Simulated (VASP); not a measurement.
A run of VASP 6.6.1:

File INCAR:

```
SYSTEM = Re
  PREC = Accurate
  ENCUT = 520
  EDIFF = 1E-6
  ISMEAR = -1
  SIGMA = 0.05
  LREAL = .FALSE.
  LASPH = .TRUE.
  NELM = 60
  ALGO = Normal
  ISIF = 2
  LWAVE = .FALSE.
  LCHARG = .TRUE.
  GGA = PE
  LELF = .TRUE.
  LVHAR = .TRUE.
  NBANDS = 14
```

The input KPOINTS:

```
Automatic mesh
0
G
  11 11 6
  0 0 0
```

Contents of POSCAR:

```
Re
1.0
    2.7099688924      0.0000000000      0.0000000000
   -1.3549844462      2.3469019043      0.0000000000
    0.0000000000      0.0000000000      4.3803601223
Re
2
Direct
    0.6666666667      0.3333333333      0.7500000000
    0.3333333333      0.6666666667      0.2500000000
```

Potentials or basis: VASP PAW PBE potentials, release 64 (Re).

The run is started by

```console
$ cat potpaw_PBE.64/Re/POTCAR > POTCAR
$ mpirun -np 1 vasp_std > vasp.out
```

Hardware: 1 thread of Intel Xeon 6975P-C, on a shared host.

**Question.** How long does it take, and how much memory?

**Answer.** Wall time 17 s on 1 thread of Intel Xeon 6975P-C, on a shared host, peak memory 0.15 GiB. Counts: scf iterations 12, k points 64.
